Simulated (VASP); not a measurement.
Runs of VASP 6.6.1 on TaN. The structure is hexagonal, space group P6_3mc (No. 186). The conventional cell has a = 3.050 Å, b = 3.050 Å, c = 4.940 Å, α = 90.00°, β = 90.00°, γ = 120.00°. Ta (site symmetry 3m) has 4 N at 1.85 to 1.90 Å within 2.5 Å. N (site symmetry 3m) has 4 Ta at 1.85 to 1.90 Å within 2.5 Å. 

| k mesh | gap on the mesh (eV) | pressure (GPa) | largest force (eV/Å) |
| --- | --- | --- | --- |
| 6 × 6 × 2 | none | 141.2 | 2.39 |
| 6 × 6 × 4, shifted | none | 140.1 | 2.33 |
| 18 × 18 × 10 | none | 140.3 | 2.36 |
| 21 × 21 × 12 | none | 140.3 | 2.37 |
| 6 × 6 × 4 | none | (a) | 2.28 |

Alike in all rows: task single point; level PBE; potentials or basis VASP PAW PBE potentials, release 64 (Ta_pv, N); no spin polarisation; cell as given; cutoff (eV) 520; smearing gaussian 0.1 eV.

**Question.** Fill in the values left out.

**Answer.** (a) 140.9.

Caveats: some runs use coarse meshes; spin-orbit coupling is left out, which moves the levels of the heavy elements; forces of over 1 eV/Å act on the atoms, so gaps and moduli don't describe the material at rest; the cell stands under pressure (at least some runs).

A k mesh can miss the band edges, and the runs leave out spin-orbit coupling on Ta.

A gap of «none» marks levels without a gap at the run's occupations.
